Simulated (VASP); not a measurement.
Runs of VASP 6.6.1 on ZrC. The structure is that of space group Fm-3m (No. 225), or close to it. The cells are those of the table. 

```tsv
cell	gap on the mesh (eV)	pressure (GPa)
a = 3.391, b = 3.391, c = 3.324 Å, angles 60.7, 60.7, 58.7°, 2 atoms	none	-6.2
a = 3.524, b = 3.524, c = 3.457 Å, angles 60.6, 60.6, 58.7°, 2 atoms	none	(b)
a = 3.258, b = 3.258, c = 3.191 Å, angles 60.7, 60.7, 58.6°, 2 atoms	none	(a)
a = 3.125, b = 3.125, c = 3.058 Å, angles 60.7, 60.7, 58.6°, 2 atoms	none	73.8
a = 3.457 Å, angles 60.0°, 2 atoms	none	-19.7
```

Alike in all rows: task single point; level PBE; potentials or basis VASP PAW PBE potentials, release 64 (Zr_sv, C); no spin polarisation; k mesh 18 × 18 × 18; cutoff (eV) 520; smearing gaussian 0.15 eV.

**Question.** Estimate the missing entries.

**Answer.** (a) 24.1; (b) -23.9.

Caveats: the cell stands under tension (at least some runs); the cell stands under pressure (at least some runs).

A k mesh can miss the band edges, and the runs leave out spin-orbit coupling on Zr.

A gap of «none» marks levels without a gap at the run's occupations.
